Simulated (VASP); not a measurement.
# SiMo6 (Pm-3) in VASP: notebook

SiMo6 is run at these levels: PBE; tasks: single point.

All numbers are computed with VASP 6.6.1; they aren't measurements. Logs are shortened: lines on timing, memory, paths and dates and some standing lists are left out, and cuts for length are marked.

## (1) The cell of the first run

Symmetry: Pm-3, No. 200, cubic system. The conventional cell has a = 4.861 Å, b = 4.861 Å, c = 4.861 Å, α = 90.00°, β = 90.00°, γ = 90.00°. Within 3.2 Å of Mo (site symmetry mm2) lie 10 Mo at 2.41 to 2.98 Å and 2 Si at 2.72 Å. Within 3.6 Å of Si (site symmetry m-3) lie 12 Mo at 2.72 Å.

## (2) Single point, PBE

Contents of INCAR:

```
SYSTEM = SiMo6
ALGO = Normal
EDIFF = 1E-6
ENCUT = 520
GGA = PE
ISIF = 2
ISMEAR = -1
LASPH = .TRUE.
LCHARG = .FALSE.
LREAL = .FALSE.
LWAVE = .FALSE.
NBANDS = 53
NELM = 100
PREC = Accurate
SIGMA = 0.05
```

Contents of KPOINTS:

```
k-points
0
G
  3 3 3
  0 0 0
```

Contents of POSCAR:

```
SiMo6
1.0
    4.8612537700      0.0000000000      0.0000000000
    0.0000000000      4.8612537700      0.0000000000
    0.0000000000      0.0000000000      4.8612537700
Mo Si
6 1
Direct
    0.2536857894      0.0012270497      0.5003145516
    0.5012647180      0.7488101161      0.0003141165
    0.7488426180      0.0012274611      0.5003145516
    0.5012647180      0.2536526703      0.0003143222
    0.0012638715      0.5012289247      0.7478943030
    0.0012640772      0.5012297476      0.2527364458
    1.0012635074      0.0012291068      0.0003145279
```

Potentials or basis: VASP PAW PBE potentials, release 64 (Mo_sv, Si).

On the command line:

```
cat potpaw_PBE.64/Mo_sv/POTCAR potpaw_PBE.64/Si/POTCAR > POTCAR
mpirun -np 1 vasp_std > vasp.out
```

OUTCAR:

```text
SYSTEM = SiMo6
   EDIFF = 1E-6
   ENCUT = 520
   GGA = PE
   ISIF = 2
   ISMEAR = -1
   LASPH = .TRUE.
   LREAL = .FALSE.
   NELM = 100
   PREC = Accurate

 ion  position               nearest neighbor table
   1  0.254  0.001  0.500-   3 2.41   3 2.45   7 2.72   7 2.72   6 2.98   2 2.98   2 2.98   5 2.98
                             4 2.98   4 2.98   6 2.98   5 2.98
   2  0.501  0.749  0.000-   4 2.41   4 2.45   7 2.72   7 2.72   3 2.98   1 2.98   3 2.98   1 2.98
                             5 2.98   6 2.98   5 2.98   6 2.98
   3  0.749  0.001  0.500-   1 2.41   1 2.45   7 2.72   7 2.72   2 2.98   6 2.98   2 2.98   5 2.98
                             4 2.98   4 2.98   5 2.98   6 2.98
   4  0.501  0.254  0.000-   2 2.41   2 2.45   7 2.72   7 2.72   5 2.98   6 2.98   5 2.98   6 2.98
                             3 2.98   3 2.98   1 2.98   1 2.98
   5  0.001  0.501  0.748-   6 2.41   6 2.45   7 2.72   7 2.72   4 2.98   1 2.98   4 2.98   3 2.98
                             2 2.98   2 2.98   3 2.98   1 2.98
   6  0.001  0.501  0.253-   5 2.41   5 2.45   7 2.72   7 2.72   1 2.98   3 2.98   4 2.98   4 2.98
                             2 2.98   2 2.98   3 2.98   1 2.98
   7  0.001  0.001  0.000-   2 2.72   5 2.72   5 2.72   6 2.72   3 2.72   3 2.72   4 2.72   2 2.72
                             1 2.72   1 2.72   6 2.72   4 2.72

  LATTYP: Found a simple cubic cell.
 ALAT       =     4.8612537700

  Lattice vectors:

 A1 = (   4.8612537700,   0.0000000000,   0.0000000000)
 A2 = (   0.0000000000,   4.8612537700,   0.0000000000)
 A3 = (   0.0000000000,   0.0000000000,   4.8612537700)

Analysis of symmetry for initial positions (statically):
=====================================================================
 Subroutine PRICEL returns:
 Original cell was already a primitive cell.

 Routine SETGRP: Setting up the symmetry group for a
 simple cubic supercell.

 Subroutine GETGRP returns: Found 24 space group operations
 (whereof  1 operations were pure point group operations)
 out of a pool of 48 trial point group operations.

The static configuration has the point symmetry C_1 .
 The point group associated with its full space group is T_h .

Analysis of symmetry for dynamics (positions and initial velocities):
=====================================================================
 Subroutine PRICEL returns:
 Original cell was already a primitive cell.

 Routine SETGRP: Setting up the symmetry group for a
 simple cubic supercell.

 Subroutine GETGRP returns: Found 24 space group operations
[... 95 lines left out ...]
   EDIFFG = 0.1E-04   stopping-criterion for IOM
   NSW    =      0    number of steps for IOM
   IBRION =     -1    ionic relax: 0-MD 1-quasi-New 2-CG
   NFREE  =      0    steps in history (QN), initial steepest desc. (CG)
   ISIF   =      2    stress and relaxation
   ISYM   =      2    0-nonsym 1-usesym 2-fastsym
   POTIM  = 0.5000    time-step for ionic-motion
   TEBEG  =    0.0;   TEEND  =   0.0 temperature during run
   PSTRESS=    0.0 pullay stress
   NELECT =      88.0000    total number of electrons
   NUPDOWN=      -1.0000    fix difference up-down
   EMIN   =  10.00;   EMAX   =-10.00  energy-range for DOS
   EFERMI =   0.00;   METHOD = LEGACY
   ISMEAR =    -1;   SIGMA  =   0.05  broadening in eV -4-tet -1-fermi 0-gaus
   EFERMI_NEDOS =   21; number of points for ismear=-14 and -15
   IALGO  =     38    algorithm
   IMIX   =      4    mixing-type and parameters
     AMIX     =   0.40;   BMIX     =  1.00
     AMIX_MAG =   1.60;   BMIX_MAG =  1.00
  volume/ion in A,a.u.               =      16.41       110.75
  Fermi-wavevector in a.u.,A,eV,Ry     =   1.497916  2.830651 30.528100  2.243752
  Thomas-Fermi vector in A             =   2.609742
   LORBIT       =      0    0 simple, 1 ext, 2 COOP (PROOUT), +10 PAW based schemes
   GGA     = PE    functional components
   LHFCALC =     F    Hartree Fock is set to
   AEXX    =    0.0000 exact exchange contribution
   IVDW    =     0    specifies the selected vdW correction
   LEPSILON=     F    determine dielectric tensor
   LRPA    =     F    only Hartree local field effects (RPA)
 non-spin polarized calculation
  energy-cutoff  :      520.00
  volume of cell :      114.88
 maximum number of plane-waves:      3109
   NGX = 19   NGY = 19   NGZ = 19

 number of electron      87.9999999 magnetization

 Free energy of the ion-electron system (eV)
  ---------------------------------------------------
  ext. energy  EPLUGINS =         0.00000000
  ---------------------------------------------------
  free energy    TOTEN  =       -69.88864442 eV

  energy without entropy =      -69.85566184  energy(sigma->0) =      -69.87215313

 E-fermi :  10.7453     XC(G=0): -12.6338

 val. band max:       10.5421027582   @ k =   0.3333   0.3333   0.3333
 cond. band min:      10.8295643934   @ k =   0.3333   0.3333   0.0000
 fundamental gap:      0.2874616352
 Fermi energy:        10.7452615461

 k-point     1 :       0.0000    0.0000    0.0000
  band No.  band energies     occupation
      1     -50.0145      2.00000
      2     -49.8927      2.00000
      3     -49.8927      2.00000
      4     -49.5421      2.00000
      5     -49.5421      2.00000
      6     -49.5420      2.00000
[... 213 lines left out ...]
     52      13.0463      0.00000
     53      13.2516      0.00000

------------------------ aborting loop because EDIFF is reached ----------------------------------------

  FORCE on cell =-STRESS in cart. coord.  units (eV):
  Direction    XX          YY          ZZ          XY          YZ          ZX
  --------------------------------------------------------------------------------------
  -------------------------------------------------------------------------------------
  Total       -1.2020887     -1.2020887     -1.2020887      0.0000000      0.0000000     -0.0000000
  in kB      -16.7649486    -16.7649486    -16.7649486      0.0000000      0.0000000     -0.0000000
  external PRESSURE =     -16.7649486 kB  Pullay stress =       0.0000000 kB

 VOLUME and BASIS-vectors are now :
 -----------------------------------------------------------------------------
  energy-cutoff  :      520.00
  volume of cell :      114.88
      direct lattice vectors                 reciprocal lattice vectors
     4.861253770  0.000000000  0.000000000     0.205708249  0.000000000  0.000000000
     0.000000000  4.861253770  0.000000000     0.000000000  0.205708249  0.000000000
     0.000000000  0.000000000  4.861253770     0.000000000  0.000000000  0.205708249

 POSITION                                       TOTAL-FORCE (eV/Angst)
 -----------------------------------------------------------------------------------
      1.23323      0.00596      2.43216        -0.013015     -0.000000     -0.000000
      2.43678      3.64016      0.00153        -0.000000      0.013015     -0.000000
      3.64031      0.00597      2.43216         0.013015      0.000000     -0.000000
      2.43678      1.23307      0.00153        -0.000000     -0.013015     -0.000000
      0.00614      2.43660      3.63570        -0.000000      0.000000      0.013015
      0.00615      2.43661      1.22862        -0.000000     -0.000000     -0.013015
      0.00614      0.00598      0.00153        -0.000000      0.000000     -0.000000
 -----------------------------------------------------------------------------------
    total drift:                               -0.041409     -0.001594     -0.006820

  FREE ENERGIE OF THE ION-ELECTRON SYSTEM (eV)
  ---------------------------------------------------
  free  energy   TOTEN  =       -69.8886444178 eV

  energy  without entropy=      -69.8556618431  energy(sigma->0) =      -69.87215313
```

OSZICAR:

```text
N       E                     dE             d eps       ncg     rms          rms(c)
DAV:   1     0.110875490903E+04    0.11088E+04   -0.54739E+04   424   0.171E+03
DAV:   2    -0.288321541429E+02   -0.11376E+04   -0.11174E+04   460   0.541E+02
DAV:   3    -0.725496406549E+02   -0.43717E+02   -0.42575E+02   560   0.967E+01
DAV:   4    -0.733827664768E+02   -0.83313E+00   -0.82477E+00   504   0.115E+01
DAV:   5    -0.734049995084E+02   -0.22233E-01   -0.22186E-01   528   0.172E+00    0.366E+01
DAV:   6    -0.702045724868E+02    0.32004E+01   -0.10741E+01   478   0.158E+01    0.105E+01
DAV:   7    -0.699241639646E+02    0.28041E+00   -0.10405E+00   560   0.477E+00    0.265E+00
DAV:   8    -0.698890988296E+02    0.35065E-01   -0.81320E-02   467   0.117E+00    0.601E-01
DAV:   9    -0.698884719479E+02    0.62688E-03   -0.50518E-03   544   0.336E-01    0.279E-01
DAV:  10    -0.698886259402E+02   -0.15399E-03   -0.50083E-04   520   0.144E-01    0.949E-02
DAV:  11    -0.698886467964E+02   -0.20856E-04   -0.24575E-05   528   0.265E-02    0.185E-02
DAV:  12    -0.698886443685E+02    0.24280E-05   -0.73028E-06   472   0.167E-02    0.302E-03
DAV:  13    -0.698886444178E+02   -0.49358E-07   -0.35773E-07   296   0.304E-03
   1 F= -.69888644E+02 E0= -.69872153E+02  d E =-.329826E-01
```

Wall time 13 s (1 thread of Intel Xeon 6975P-C (Granite Rapids), shared host); peak memory 0.2 GiB.

What came out:

| Quantity | Value |
| --- | --- |
| Free energy | -69.8886 eV |
| Pressure | -1.7 GPa |
| Largest force | 0.013 eV/Å |
| Band gap on the k mesh | zero (bands 44 and 45 overlap by 0.32 eV) |

Forces on the atoms (eV/Å):
```
Mo  -0.013  0.000  0.000
Mo   0.000  0.013  0.000
Mo   0.013  0.000  0.000
Mo   0.000 -0.013  0.000
Mo   0.000  0.000  0.013
Mo   0.000  0.000 -0.013
Si   0.000  0.000  0.000
```

Caveat: the k points lie up to 0.43 Å⁻¹ apart.

## (3) Single point, PBE

Contents of INCAR:

```
SYSTEM = SiMo6
  PREC = Accurate
  ENCUT = 520
  EDIFF = 1E-7
  ISMEAR = -1
  SIGMA = 0.05
  LREAL = .FALSE.
  LASPH = .TRUE.
  NELM = 100
  ALGO = Normal
  ISIF = 2
  LWAVE = .FALSE.
  LCHARG = .TRUE.
  GGA = PE
  LELF = .TRUE.
  LVHAR = .TRUE.
  NBANDS = 53
```

Contents of KPOINTS:

```
regular mesh
0
G
  3 3 3
  0 0 0
```

Contents of POSCAR:

```
SiMo6
1.0
    4.8612537700      0.0000000000      0.0000000000
    0.0000000000      4.8612537700      0.0000000000
    0.0000000000      0.0000000000      4.8612537700
Mo Si
6 1
Direct
    0.2494665075      0.0001717664      0.5002135488
    0.5018921281      0.7525969993      0.0002166108
    0.7543191887      0.0001727949      0.5002168402
    0.5018927453      0.2477451409      0.0002166108
    0.0018910759      0.5001730243      0.7526436950
    0.0018912816      0.5001740528      0.2477920423
    0.5018890425      0.5001713786      0.5002162230
```

Potentials or basis: VASP PAW PBE potentials, release 64 (Mo_sv, Si).

On the command line:

```
cat potpaw_PBE.64/Mo_sv/POTCAR potpaw_PBE.64/Si/POTCAR > POTCAR
mpirun -np 1 vasp_std > vasp.out
```

Run time: 15 s. Hardware: 1 thread of Intel Xeon 6975P-C (Granite Rapids), shared host; peak memory 0.2 GiB.

Results (log left out):

| Item | Value |
| --- | --- |
| Free energy | -69.8886 eV |
| Pressure | -1.7 GPa |
| Largest force | 0.014 eV/Å |
| Band gap on the k mesh | zero (bands 44 and 45 overlap by 0.32 eV) |

Forces on the atoms (eV/Å):
```
Mo   0.014  0.000  0.000
Mo   0.000 -0.014  0.000
Mo  -0.014  0.000  0.000
Mo   0.000  0.014  0.000
Mo   0.000  0.000 -0.014
Mo   0.000  0.000  0.014
Si   0.000  0.000  0.000
```

Levels at points of the mesh, in eV from the Fermi level:
```csv
k point,band 41,band 42,band 43,band 44,band 45,band 46
"(0.00, 0.00, 0.00)",-0.85,-0.78,-0.78,-0.78,2.03,2.03
```

Caveat: the k points lie up to 0.43 Å⁻¹ apart.

The gap in the log of VASP goes by the Fermi energy; the results here count the filled bands.